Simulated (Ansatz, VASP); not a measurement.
**NaF in VASP and in Ansatz**

INCAR

```
PREC = Accurate
ENCUT = 520
EDIFF = 1E-7
ISMEAR = -1
SIGMA = 0.02
LREAL = False
LASPH = True
NELM = 60
ALGO = Normal
ISIF = 2
LWAVE = False
LCHARG = False
GGA = PE
NBANDS = 14
```

Contents of KPOINTS:

```
Automatic mesh
0
Gamma
  10 10 10
```

The input POSCAR:

```
NaF
1.0
    2.7934852186      0.0000000000      0.0000000000
    0.0000000000      2.7934852186      0.0000000000
    0.0000000000      0.0000000000      2.8395777247
Na F
1 1
Direct
    0.0000000000      0.0000000000      0.0000000000
    0.5000000000      0.5000000000      0.5000000000
```

Input for Ansatz:

```yaml
crystal:
  lattice:
    - [2.7934852186, 0.0, 0.0]
    - [0.0, 2.7934852186, 0.0]
    - [0.0, 0.0, 2.8395777247]
  atoms:
    - { symbol: Na, position: [0.0, 0.0, 0.0] }
    - { symbol: F, position: [0.5, 0.5, 0.5] }
kpoints:
  mp_grid: { grid: [10, 10, 10] }
  band_path:
    path:
      - [0.0, 0.0, 0.0]
      - [0.0, 0.5, 0.0]
      - [0.5, 0.5, 0.0]
      - [0.5, 0.5, 0.5]
      - [0.0, 0.5, 0.5]
    npoints: 1
hamiltonian:
  xc: pbe
scf:
  occupations: { method: fermi_dirac, width: 0.02 }
  n_extra_bands: 4
output:
  forces: true
  stress: true
  eigenvalues: true
```

Change from the starting cell: uniaxial_z strain +1.7%.

Alike in both runs: task single point; functional PBE; k mesh 10 × 10 × 10; occupations fermi-dirac, width 0.02 eV; no spin polarisation.

|  | VASP | Ansatz |
| --- | --- | --- |
| version | VASP 6.6.1 | Ansatz 0.2.0 |
| potentials or method | VASP PAW PBE potentials, release 64 (Na_pv, F) | plane waves, PAW |
| plane-wave cutoff (eV) | 520 | 420 |
| valence electrons in the cell | 14 | 16 |

```csv
,VASP,Ansatz,Ansatz less VASP
gap on the k mesh at the Fermi level (eV),5.97,5.99,+0.016
pressure (GPa),3.2,3.3,+0.17
"traceless stress, the component that is largest in VASP (GPa)",-1.80,-1.80,0.000
```

The functional is the same, so the differences come from potentials, cutoffs and numerics. VASP's potentials hold 14 valence electrons a cell and Ansatz's 16, so a difference there can come from the potentials and not from the codes.
